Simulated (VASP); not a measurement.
**AlNi: single point with PBE**

AlNi:

```
CELL_PARAMETERS angstrom
0.00000 -2.89272 0.00000
0.00000 0.00000 -2.89272
9.37817 0.00000 0.00000
ATOMIC_POSITIONS crystal
Al 0.00000 0.00000 0.69402
Al 0.00000 0.00000 0.07711
Al 0.00000 0.00000 0.38557
Ni 0.50000 0.50000 0.84825
Ni 0.50000 0.50000 0.23134
Ni 0.50000 0.50000 0.53979
```

```json
{"Program": "VASP 6.6.1", "Task": "single point", "Functional": "PBE", "Potentials or basis": "VASP PAW PBE potentials, release 64 (Al, Ni)", "Cutoff": "520 eV", "k mesh": "15 × 15 × 5", "Occupations": "gaussian, width 0.15 eV", "Spin": "no spin polarisation"}
```

```json
{
  "Pressure": "-6.1 GPa",
  "Largest force": "1.273 eV/Å",
  "Band gap on the k mesh": "zero (an odd number of electrons rules out a gap without spin polarisation)"
}
```

Forces on the atoms (eV/Å):
```
Al   0.591  0.000  0.000
Al  -1.273  0.000  0.000
Al   0.034  0.000  0.000
Ni   0.789  0.000  0.000
Ni  -0.083  0.000  0.000
Ni  -0.057  0.000  0.000
```

Stress tensor (GPa, compression positive):
```
-7.90  0.00  0.00
 0.00 -5.22  0.00
 0.00  0.00 -5.22
```

Levels at points of the mesh, in eV from the Fermi level:
```csv
k point,band 16,band 17,band 18,band 19,band 20,band 21,band 22,band 23
"(0.00, 0.00, 0.00)",-1.24,-1.24,-1.05,-0.89,-0.23,3.98,5.79,5.79
```

Wall time 3.3 min on 1 thread of Intel(R) Xeon(R) Platinum 8488C (Sapphire Rapids), with other jobs on the host, peak memory 0.32 GiB.

Caveat: the cell stands under tension; forces of over 1 eV/Å act on the atoms, so gaps and moduli don't describe the material at rest. Spin polarisation is off, so any magnetic state and its effect on volume and gap are missing.
